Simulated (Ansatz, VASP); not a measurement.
Sn in VASP and in Ansatz

```
Sn
1.0
     0.00000    3.24560    3.24560
     3.24560    0.00000    3.24560
     3.24560    3.24560    0.00000
Sn
2
Direct
  0.51849 0.51849 0.48151
  0.75000 0.75000 0.75000
```

Alike in both runs: task electric field gradients; functional PBE; k mesh 9 × 9 × 9; occupations fermi-dirac, width 0.03 eV; no spin polarisation.

|  | VASP | Ansatz |
| --- | --- | --- |
| version | VASP 6.6.1 | Ansatz 0.2.0 |
| potentials or method | VASP PAW PBE potentials, release 64 (Sn_d) | PAW with Ansatz's default frozen-core files, scalar-relativistic |
| plane-wave cutoff (eV) | 520 | 420 |
| valence electrons in the cell | 28 | 28 |

Ansatz gave:

```
pressure (GPa)                                                : 3.5
traceless stress, the component that is largest in VASP (GPa) : 2.85
rms of the force components (eV/Å)                            : 0.540
size of Vzz on the site where it differs most (V/Å²)          : 31.5
```

Problem. Which values does VASP return?

Solution. Pressure (GPa): 3.5; traceless stress, the component that is largest in VASP (GPa): 2.84; rms of the force components (eV/Å): 0.539; size of Vzz on the site where it differs most (V/Å²): 34.8.

Atom by atom the forces differ by 0.001 eV/Å (rms over components).
